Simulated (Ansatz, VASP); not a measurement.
## Cu in VASP and in Ansatz

POSCAR

```
Cu
1.0
    2.6558064830      0.0000000000      0.0000000000
   -1.3279032415      2.2999958818      0.0000000000
    0.0000000000      0.0000000000      8.2639398547
Cu
4
Direct
    0.0000000000      0.0000000000      0.0000000000
    0.3333333333      0.6666666667      0.2500000000
    0.0000000000      0.0000000000      0.5000000000
    0.6666666667      0.3333333333      0.7500000000
```

Contents of INCAR.step1:

```
SYSTEM = Cu
PREC = Accurate
ENCUT = 520
ISMEAR = 0
SIGMA = 0.15
LREAL = .FALSE.
LASPH = .TRUE.
NELM = 60
NBANDS = 30
GGA = PE
ALGO = Normal
EDIFF = 1E-4
LWAVE = .TRUE.
LCHARG = .FALSE.
LUSENCCL = .FALSE.
```

INCAR.step2

```
SYSTEM = Cu
PREC = Accurate
ENCUT = 520
EDIFF = 1E-6
ISMEAR = 0
SIGMA = 0.15
LREAL = .FALSE.
LASPH = .TRUE.
NELM = 60
ALGO = Normal
ISIF = 2
LWAVE = .FALSE.
LCHARG = .FALSE.
METAGGA = R2SCAN
LMIXTAU = .TRUE.
NBANDS = 30
ISTART = 1
LUSENCCL = .FALSE.
```

File KPOINTS:

```
regular mesh
0
G
  24 24 6
  0 0 0
```

Input for Ansatz:

```yaml
crystal:
  lattice:
    - [2.655806483, 0.0, 0.0]
    - [-1.3279032415, 2.2999958818, 0.0]
    - [0.0, 0.0, 8.2639398547]
  atoms:
    - { symbol: Cu, position: [0.0, 0.0, 0.0] }
    - { symbol: Cu, position: [0.3333333333, 0.6666666667, 0.25] }
    - { symbol: Cu, position: [0.0, 0.0, 0.5] }
    - { symbol: Cu, position: [0.6666666667, 0.3333333333, 0.75] }
basis:
  ecutwfc: 500
kpoints:
  mp_grid: { grid: [24, 24, 6] }
hamiltonian:
  xc: r2scan
scf:
  occupations: { method: gaussian, width: 0.15 }
output:
  forces: true
  stress: true
  eigenvalues: true
```

Change from the starting cell: strain +0.050 along x and y, +0.000 along z, atoms carried along.

Alike in both runs: task single point; functional r2SCAN; k mesh 24 × 24 × 6; occupations gaussian, width 0.15 eV; no spin polarisation.

|  | VASP | Ansatz |
| --- | --- | --- |
| version | VASP 6.6.1 | Ansatz 0.2.0 |
| potentials or method | VASP PAW PBE potentials, release 64 (Cu), cutoff 520 eV | scalar-relativistic, plane waves, PAW |
| valence electrons in the cell | 44 | 76 |

Ansatz gave:

* gap on the k mesh at the Fermi level (eV): none
* pressure (GPa): -12.1
* traceless stress, the component that is largest in VASP (GPa): 4.17

Task: Estimate VASP's values.

Result: gap on the k mesh at the Fermi level (eV): none; pressure (GPa): -11.5; traceless stress, the component that is largest in VASP (GPa): 4.24.

VASP's potentials were made for PBE, not for r2SCAN. A gap of «none» marks a metal or a gap that the smearing closes. VASP's potentials hold 44 valence electrons a cell and Ansatz's 76, so a difference there can come from the potentials and not from the codes.
